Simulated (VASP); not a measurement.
Here is a VASP 6.6.1 calculation.

POSCAR

```
CuI
1.0
    0.0000000000      3.0404536445      3.0404536445
    3.0404536445      0.0000000000      3.0404536445
    3.0404536445      3.0404536445      0.0000000000
Cu I
1 1
Direct
    0.0000000000      0.0000000000      0.0000000000
    0.2500000000      0.2500000000      0.2500000000
```

Contents of INCAR.step1:

```
SYSTEM = CuI
ALGO = Normal ; EDIFF = 1E-4
ENCUT = 600 ; GGA = PE
ISMEAR = -1 ; LASPH = .True.
LCHARG = .False. ; LREAL = .False.
LWAVE = .True. ; NELM = 80
PREC = Accurate ; SIGMA = 0.02
```

INCAR.step2

```
SYSTEM = CuI
ALGO = Normal ; EDIFF = 1E-6
EDIFFG = -0.005 ; ENCUT = 600
IBRION = 2 ; ISIF = 3
ISMEAR = -1 ; ISTART = 1
LASPH = .True. ; LCHARG = .False.
LMIXTAU = .True. ; LREAL = .False.
LWAVE = .False. ; METAGGA = R2SCAN
NELM = 80 ; NSW = 80
PREC = Accurate ; SIGMA = 0.02
```

KPOINTS

```
k-points
0
Gamma
  6 6 6
  0 0 0
```

Potentials or basis: VASP PAW PBE potentials, release 64 (Cu, I).

The run is started by

```bash
$ cat potpaw_PBE.64/Cu/POTCAR potpaw_PBE.64/I/POTCAR > POTCAR
$ cp INCAR.step1 INCAR
$ mpirun -np 1 vasp_std > vasp.out
$ cp INCAR.step2 INCAR
$ mpirun -np 1 vasp_std > vasp.out
```

(1) What does it give for the relaxed cell?

(2) What does it give for the band gap on the k mesh?

(3) Estimate the relaxed volume.

(4) Estimate the space group after relaxing (to 0.05 Å).

## Answers

(1) a = 4.256 Å, b = 4.256 Å, c = 4.256 Å, α = 60.00°, β = 60.00°, γ = 60.00°.

(2) 1.68 eV, direct.

(3) 27.25 Å³/atom.

(4) F-43m (No. 216).

Caveat: the PAW data sets were made with another functional, which shifts forces and pressure a little; spin-orbit coupling is left out, which moves the levels of the heavy elements.
